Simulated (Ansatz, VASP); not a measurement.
## Two plane-wave programs on CdS5

```
CELL_PARAMETERS angstrom
0.00000 3.87494 3.87494
3.87494 0.00000 3.87494
3.87494 3.87494 0.00000
ATOMIC_POSITIONS crystal
Cd 0.00000 0.00000 0.00000
S 0.25000 0.25000 0.25000
S 0.17496 0.60835 0.60835
S 0.60835 0.60835 0.60835
S 0.60835 0.60835 0.17496
S 0.60835 0.17496 0.60835
```

Change from the starting cell: species swapped into the TmCu5 type (F-43m, No. 216).

Alike in both runs: functional PBE; k mesh 4 × 4 × 4; occupations gaussian, width 0.1 eV; no spin polarisation.

Ansatz relaxed the structure, and its values are those at the end. VASP's run is a single point on that final structure, the one shown.

|  | VASP | Ansatz |
| --- | --- | --- |
| version | VASP 6.6.1 | Ansatz 0.2.0 |
| potentials or method | VASP PAW PBE potentials, release 64 (Cd, S), cutoff 520 eV | scalar-relativistic, plane waves, PAW |
| valence electrons in the cell | 42 | 50 |

Ansatz gave:

```
gap on the k mesh at the Fermi level (eV) : none
pressure (GPa)                            : 0.0
rms of the force components (eV/Å)        : 0.001
```

Task: Estimate VASP's values.

Result: gap on the k mesh at the Fermi level (eV): none; pressure (GPa): -0.1; rms of the force components (eV/Å): 0.034.

A gap of «none» marks a metal or a gap that the smearing closes. The functional is the same, so the differences come from potentials, cutoffs and numerics. VASP's potentials hold 42 valence electrons a cell and Ansatz's 50, so a difference there can come from the potentials and not from the codes.
